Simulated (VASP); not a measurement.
# HgTe (I-4m2) in VASP: a series of runs

The runs below take HgTe through single point, with BLYP, LDA, PBEsol.

All numbers are computed with VASP 6.6.1; they aren't measurements. Logs are shortened: lines on timing, memory, paths and dates and some standing lists are left out, and cuts for length are marked.

**1. The cell of the first run**

The structure is tetragonal, space group I-4m2 (No. 119). The conventional cell has a = 6.091 Å, b = 6.091 Å, c = 3.119 Å, α = 90.00°, β = 90.00°, γ = 90.00°. Hg (site symmetry -4m2) has 2 Hg at 3.12 Å and 8 Te at 3.14 to 3.84 Å within 4.1 Å. Within 4.1 Å of Te (site symmetry -4m2) lie 2 Te at 3.12 Å and 8 Hg at 3.14 to 3.84 Å.

**2. Single point, BLYP**

The input, INCAR:

```
  AGGAC = 1.0
  AGGAX = 1.0
  ALDAC = 0.0
  ALDAX = 1.0
  ALGO = Normal
  EDIFF = 1E-6
  ENCUT = 500
  GGA = B5
  GGA_COMPAT = False
  ISIF = 2
  ISMEAR = -1
  LASPH = True
  LCHARG = False
  LREAL = False
  LWAVE = False
  NBANDS = 16
  NELM = 120
  PREC = Accurate
  SIGMA = 0.1
```

The input, KPOINTS:

```
k-points
0
Gamma
  6 6 6
```

The input, POSCAR:

```
HgTe
1.0
   -3.0456030000      3.0456030000      1.5594100000
    3.0456030000     -3.0456030000      1.5594100000
    3.0456030000      3.0456030000     -1.5594100000
Hg Te
1 1
Direct
    0.2500000000      0.7500000000      0.5000000000
    0.0000000000      0.0000000000      0.0000000000
```

Potentials or basis: VASP PAW PBE potentials, release 64 (Hg, Te).

Run with:

```bash
> cat potpaw_PBE.64/Hg/POTCAR potpaw_PBE.64/Te/POTCAR > POTCAR
> mpirun -np 1 vasp_std > vasp.out
```

OUTCAR:

```text
EDIFF = 1E-6
   ENCUT = 500
   GGA = B5
   ISIF = 2
   ISMEAR = -1
   LASPH = True
   LREAL = False
   NELM = 120
   PREC = Accurate

 ion  position               nearest neighbor table
   1  0.250  0.750  0.500-   2 3.14   2 3.14   2 3.14   2 3.14
   2  0.000  0.000  0.000-   1 3.14   1 3.14   1 3.14   1 3.14

  LATTYP: Found a body centered tetragonal cell.
 ALAT       =     6.0912060000
 C/A-ratio  =     0.5120201156

  Lattice vectors:

 A1 = (  -3.0456030000,   3.0456030000,   1.5594100000)
 A2 = (   3.0456030000,  -3.0456030000,   1.5594100000)
 A3 = (   3.0456030000,   3.0456030000,  -1.5594100000)

Analysis of symmetry for initial positions (statically):
=====================================================================
 Subroutine PRICEL returns:
 Original cell was already a primitive cell.

 Routine SETGRP: Setting up the symmetry group for a
 body centered tetragonal supercell.

 Subroutine GETGRP returns: Found  8 space group operations
 (whereof  8 operations were pure point group operations)
 out of a pool of 16 trial point group operations.

The static configuration has the point symmetry D_2d.

Analysis of symmetry for dynamics (positions and initial velocities):
=====================================================================
 Subroutine PRICEL returns:
 Original cell was already a primitive cell.

 Routine SETGRP: Setting up the symmetry group for a
 body centered tetragonal supercell.

 Subroutine GETGRP returns: Found  8 space group operations
 (whereof  8 operations were pure point group operations)
 out of a pool of 16 trial point group operations.

The dynamic configuration has the point symmetry D_2d.

 Subroutine INISYM returns: Found  8 space group operations
 (whereof  8 operations are pure point group operations),
 and found     1 'primitive' translations

----------------------------------------------------------------------------------------

                                     Primitive cell

  volume of cell :      57.8585

  direct lattice vectors                    reciprocal lattice vectors
    -3.045603000  3.045603000  1.559410000     0.000000000  0.164171102  0.320634086
     3.045603000 -3.045603000  1.559410000     0.164171102  0.000000000  0.320634086
     3.045603000  3.045603000 -1.559410000     0.164171102  0.164171102  0.000000000

  length of vectors
[... 74 lines left out ...]
   ISTART =      0    job   : 0-new  1-cont  2-samecut
   ICHARG =      2    charge: 1-file 2-atom 10-const
   ISPIN  =      1    spin polarized calculation?
   LNONCOLLINEAR =      F non collinear calculations
   LSORBIT =      F    spin-orbit coupling
   LASPH  =      T    aspherical Exc in radial PAW
   ENCUT  =  500.0 eV  36.75 Ry    6.06 a.u.   8.35  8.35  8.35*2*pi/ulx,y,z
   NELM   =    120;   NELMIN=  2; NELMDL= -5     # of ELM steps
   EDIFF  = 0.1E-05   stopping-criterion for ELM
   LREAL  =      F    real-space projection
   EDIFFG = 0.1E-04   stopping-criterion for IOM
   NSW    =      0    number of steps for IOM
   IBRION =     -1    ionic relax: 0-MD 1-quasi-New 2-CG
   NFREE  =      0    steps in history (QN), initial steepest desc. (CG)
   ISIF   =      2    stress and relaxation
   ISYM   =      2    0-nonsym 1-usesym 2-fastsym
   POTIM  = 0.5000    time-step for ionic-motion
   TEBEG  =    0.0;   TEEND  =   0.0 temperature during run
   PSTRESS=    0.0 pullay stress
   NELECT =      18.0000    total number of electrons
   NUPDOWN=      -1.0000    fix difference up-down
   EMIN   =  10.00;   EMAX   =-10.00  energy-range for DOS
   EFERMI =   0.00;   METHOD = LEGACY
   ISMEAR =    -1;   SIGMA  =   0.10  broadening in eV -4-tet -1-fermi 0-gaus
   EFERMI_NEDOS =   21; number of points for ismear=-14 and -15
   IALGO  =     38    algorithm
   IMIX   =      4    mixing-type and parameters
     AMIX     =   0.40;   BMIX     =  1.00
     AMIX_MAG =   1.60;   BMIX_MAG =  1.00
  volume/ion in A,a.u.               =      28.93       195.22
  Fermi-wavevector in a.u.,A,eV,Ry     =   1.109286  2.096246 16.742166  1.230515
  Thomas-Fermi vector in A             =   2.245823
   LORBIT       =      0    0 simple, 1 ext, 2 COOP (PROOUT), +10 PAW based schemes
   GGA     = B5    functional components
   LHFCALC =     F    Hartree Fock is set to
   AEXX    =    0.0000 exact exchange contribution
   IVDW    =     0    specifies the selected vdW correction
   LEPSILON=     F    determine dielectric tensor
   LRPA    =     F    only Hartree local field effects (RPA)
 non-spin polarized calculation
  energy-cutoff  :      500.00
  volume of cell :       57.86
 maximum number of plane-waves:      1501
 NGX is ok and might be reduce to    36
   NGX = 17   NGY = 17   NGZ = 17

 number of electron      18.0000002 magnetization

 Free energy of the ion-electron system (eV)
  ---------------------------------------------------
  ext. energy  EPLUGINS =         0.00000000
  ---------------------------------------------------
  free energy    TOTEN  =        -2.00362477 eV

  energy without entropy =       -1.94573691  energy(sigma->0) =       -1.97468084

 E-fermi :   5.0622     XC(G=0):  -9.2161

 val. band max:        5.0293577874   @ k =  -0.1667   0.3333   0.1667
 cond. band min:       5.0988732101   @ k =  -0.3333   0.5000   0.3333
 fundamental gap:      0.0695154227
 Fermi energy:         5.0621858295

 k-point     1 :       0.0000    0.0000    0.0000
  band No.  band energies     occupation
      1      -7.6517      2.00000
      2      -2.4479      2.00000
      3      -1.7473      2.00000
      4      -1.6823      2.00000
      5      -1.2461      2.00000
      6      -1.2461      2.00000
[... 433 lines left out ...]
      3      -2.0179      2.00000
      4      -1.7307      2.00000
      5      -1.4845      2.00000
      6      -0.9645      2.00000
[... 8 lines left out ...]
     15      15.2991      0.00000
     16      16.7611      0.00000

 [... further k-points ...]
[... 5 lines left out ...]
  --------------------------------------------------------------------------------------
  -------------------------------------------------------------------------------------
  Total        1.7819326      1.7819326      1.7868386      0.0000000      0.0000000      0.0000000
  in kB       49.3440684     49.3440684     49.4799238      0.0000000      0.0000000      0.0000000
  external PRESSURE =      49.3893536 kB  Pullay stress =       0.0000000 kB

 VOLUME and BASIS-vectors are now :
 -----------------------------------------------------------------------------
  energy-cutoff  :      500.00
  volume of cell :       57.86
      direct lattice vectors                 reciprocal lattice vectors
    -3.045603000  3.045603000  1.559410000     0.000000000  0.164171102  0.320634086
     3.045603000 -3.045603000  1.559410000     0.164171102  0.000000000  0.320634086
     3.045603000  3.045603000 -1.559410000     0.164171102  0.164171102  0.000000000

 POSITION                                       TOTAL-FORCE (eV/Angst)
 -----------------------------------------------------------------------------------
      3.04560      0.00000      0.77970        -0.000000     -0.000000      0.000000
      0.00000      0.00000      0.00000         0.000000      0.000000     -0.000000
 -----------------------------------------------------------------------------------
    total drift:                                0.000000     -0.000000      0.000000

  FREE ENERGIE OF THE ION-ELECTRON SYSTEM (eV)
  ---------------------------------------------------
  free  energy   TOTEN  =        -2.0036247709 eV

  energy  without entropy=       -1.9457369054  energy(sigma->0) =       -1.97468084
```

OSZICAR:

```text
N       E                     dE             d eps       ncg     rms          rms(c)
DAV:   1     0.992895778455E+02    0.99290E+02   -0.75843E+03   960   0.938E+02
DAV:   2     0.757218256805E+00   -0.98532E+02   -0.90718E+02  1120   0.226E+02
DAV:   3    -0.216376582963E+01   -0.29210E+01   -0.29105E+01  1200   0.388E+01
DAV:   4    -0.217772401921E+01   -0.13958E-01   -0.13957E-01  1160   0.291E+00
DAV:   5    -0.217790511101E+01   -0.18109E-03   -0.18109E-03  1272   0.336E-01    0.638E+00
DAV:   6    -0.200786661221E+01    0.17004E+00   -0.47334E-01  1112   0.799E+00    0.413E+00
DAV:   7    -0.200401460023E+01    0.38520E-02   -0.41988E-02  1048   0.147E+00    0.186E+00
DAV:   8    -0.200354467030E+01    0.46993E-03   -0.46148E-03  1184   0.392E-01    0.318E-01
DAV:   9    -0.200361506845E+01   -0.70398E-04   -0.33047E-04  1152   0.126E-01    0.594E-02
DAV:  10    -0.200361696327E+01   -0.18948E-05   -0.94767E-05  1208   0.722E-02    0.188E-02
DAV:  11    -0.200362414935E+01   -0.71861E-05   -0.85082E-06  1120   0.219E-02    0.642E-03
DAV:  12    -0.200362477088E+01   -0.62154E-06   -0.44045E-07   832   0.493E-03
   1 F= -.20036248E+01 E0= -.19746808E+01  d E =-.578879E-01
```

Run time: 69 s. Hardware: 1 thread of AMD EPYC 7R43 (Zen 3), shared host; peak memory 0.17 GiB.

Results:

```
Free energy            : -2.0036 eV
Pressure               : 4.9 GPa
Band gap on the k mesh : zero (bands 9 and 10 overlap by 3.76 eV)
```

Caveat: the k points lie up to 0.38 Å⁻¹ apart, too coarse for converged energies and pressures of a metal; the PAW data sets were made with another functional, which shifts forces and pressure a little; spin-orbit coupling is left out, which moves the levels of the heavy elements.

**3. Single point, LDA**

The input, INCAR:

```
SYSTEM = HgTe
PREC = Accurate ; ENCUT = 500
EDIFF = 1E-6 ; ISMEAR = -1
SIGMA = 0.1 ; LREAL = .False.
LASPH = .True. ; NELM = 120
ALGO = Normal ; ISIF = 2
LWAVE = .False. ; LCHARG = .True.
GGA = CA ; LELF = .True.
LVHAR = .True. ; NBANDS = 16
GGA_COMPAT = .False.
```

The input, KPOINTS:

```
Automatic mesh
0
Gamma
  6 6 6
  0 0 0
```

POSCAR is that of step 2.

Potentials or basis: VASP PAW LDA potentials, release 64 (Hg, Te).

Run with:

```bash
> cat potpaw_LDA.64/Hg/POTCAR potpaw_LDA.64/Te/POTCAR > POTCAR
> mpirun -np 1 vasp_std > vasp.out
```

Run time: 35 s. Hardware: 1 thread of AMD EPYC 7R43 (Zen 3), shared host; peak memory 0.15 GiB.

Results (log left out):

| Property | Result |
| --- | --- |
| Free energy | -4.6164 eV |
| Pressure | -4.5 GPa |
| Band gap on the k mesh | zero (bands 9 and 10 overlap by 3.84 eV) |

Stress tensor (GPa, compression positive):
```
-4.45  0.00  0.00
 0.00 -4.45  0.00
 0.00  0.00 -4.64
```

Levels at points of the mesh, in eV from the Fermi level:
| k point | band 5 | band 6 | band 7 | band 8 | band 9 | band 10 | band 11 | band 12 | band 13 | band 14 |
| --- | --- | --- | --- | --- | --- | --- | --- | --- | --- | --- |
| (0.00, 0.00, 0.00) | -6.24 | -6.24 | -3.64 | -2.63 | -2.63 | 3.10 | 4.46 | 6.69 | 6.69 | 8.74 |
| (0.50, 0.00, 0.00) | -6.48 | -6.28 | -4.77 | -2.11 | -1.27 | -0.30 | 3.02 | 3.60 | 5.67 | 7.87 |
| (0.50, 0.50, 0.00) | -6.22 | -6.19 | -6.17 | -1.09 | 1.29 | 1.76 | 2.59 | 3.19 | 8.47 | 10.18 |
| (0.50, 0.50, 0.50) | -6.21 | -6.21 | -4.52 | -4.50 | -4.50 | 2.79 | 7.05 | 7.77 | 7.77 | 11.52 |

Caveat: the k points lie up to 0.38 Å⁻¹ apart, too coarse for converged energies and pressures of a metal; spin-orbit coupling is left out, which moves the levels of the heavy elements.

(Continued in part 2 of 2.)
